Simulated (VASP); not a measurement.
Au, 2 atoms in the cell. Symmetry: P6_3/mmc, No. 194, hexagonal system. The conventional cell has a = 2.910 Å, b = 2.910 Å, c = 4.896 Å, α = 90.00°, β = 90.00°, γ = 120.00°. Au (site symmetry -6m2) has 12 Au at 2.91 to 2.97 Å within 3.8 Å.  This cell differs from its parent crystal: volume scaled by 1.01.

* Program: VASP 6.6.1
* Task: single point
* Functional: PBE
* Potentials or basis: VASP PAW PBE potentials, release 64 (Au)
* Cutoff: 520 eV
* k mesh: 14 × 14 × 8
* Occupations: fermi-dirac, width 0.03 eV
* Spin: no spin polarisation
* Dipole correction: no
* Further INCAR settings: ALGO = Normal; EDIFF = 1e-06; NBANDS = 18

Potentials or basis: VASP PAW PBE potentials, release 64 (Au).

Run with:

```sh
$ cat potpaw_PBE.64/Au/POTCAR > POTCAR
$ mpirun -np 1 vasp_std > vasp.out
```

Hardware: 1 thread of Intel(R) Xeon(R) Platinum 8488C (Sapphire Rapids), with other jobs on the host.

Task: Estimate the wall time of this run.

Result: It took 54 s on 1 thread of Intel(R) Xeon(R) Platinum 8488C (Sapphire Rapids), with other jobs on the host, peak memory 0.19 GiB. Counts: scf iterations 11, k points 120.
